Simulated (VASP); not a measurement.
# Ta4C5: relaxation of the atoms with PBE

Ta4C5, a slab with vacuum:

```
C Ta
1.0
     3.16449    0.00000    0.00000
    -1.58224    2.74052    0.00000
     0.00000    0.00000   25.33517
C Ta
5 4
Direct
  0.33333 0.66667 0.29603
  0.00000 0.00000 0.39802
  0.66667 0.33333 0.50000
  0.33333 0.66667 0.60198
  0.00000 0.00000 0.70397
  0.66667 0.33333 0.34702
  0.33333 0.66667 0.44901
  0.00000 0.00000 0.55099
  0.66667 0.33333 0.65298
```

| Quantity | Value |
| --- | --- |
| Program | VASP 6.6.1 |
| Task | relaxation of the atoms |
| Functional | PBE |
| Potentials or basis | VASP PAW PBE potentials, release 64 (C, Ta_pv) |
| Cutoff | 520 eV |
| k mesh | 12 × 12 × 1 |
| Occupations | gaussian, width 0.1 eV |
| Spin | no spin polarisation |
| Dipole correction | yes |
| Further INCAR settings | ALGO = Normal; EDIFF = 1e-07; NELMDL = -8; IBRION = 2; EDIFFG = -0.02; NSW = 80 |

```yaml
Energy_gained_by_relaxing: 116.3 meV/atom
Ionic_steps: 12
Largest_force_after_relaxing: 0.011 eV/Å
Band_gap_on_the_k_mesh: zero (bands 32 and 33 overlap by 0.25 eV)
```

Forces on the atoms (eV/Å):
```
C    0.000  0.000 -0.011
C    0.000  0.000  0.008
C    0.000  0.000  0.000
C    0.000  0.000 -0.008
C    0.000  0.000  0.011
Ta   0.000  0.000  0.006
Ta   0.000  0.000  0.011
Ta   0.000  0.000 -0.011
Ta   0.000  0.000 -0.006
```

The path:
```
step  energy change (eV)  largest force (eV/Å)  pressure (GPa)
   1              0.0000                3.5077           -2.32
   2             -0.9838                0.9087            0.83
   3             -0.9879                0.8891            0.54
   4             -1.0383                0.1743            1.01
   5             -1.0391                0.1641            1.10
   6             -1.0414                0.0905            1.11
   7             -1.0423                0.1460            1.12
   8             -1.0439                0.1060            1.24
   9             -1.0456                0.1042            1.51
  10             -1.0457                0.1156            1.56
  11             -1.0468                0.0581            1.71
  12             -1.0471                0.0114            1.84
```

Final structure:
```
C Ta
1.0
     3.16449    0.00000    0.00000
    -1.58224    2.74052    0.00000
     0.00000    0.00000   25.33517
C Ta
5 4
Direct
  0.33333 0.66667 0.30338
  0.00000 0.00000 0.40000
  0.66667 0.33333 0.50000
  0.33333 0.66667 0.60000
  0.00000 0.00000 0.69662
  0.66667 0.33333 0.34223
  0.33333 0.66667 0.44744
  0.00000 0.00000 0.55256
  0.66667 0.33333 0.65777
```

Levels at points of the mesh, in eV from the Fermi level:
```tsv
k point	band 30	band 31	band 32	band 33	band 34	band 35
(0.00, 0.00, 0.00)	-0.23	-0.09	-0.09	0.24	0.24	1.16
(0.50, 0.00, 0.00)	-0.86	-0.55	-0.20	-0.11	1.30	3.06
```

Wall time 37 min on 1 thread of Oxide Virtual Turin-like Processor (shared host), peak memory 0.37 GiB.

Caveat: spin-orbit coupling is left out, which moves the levels of the heavy elements.
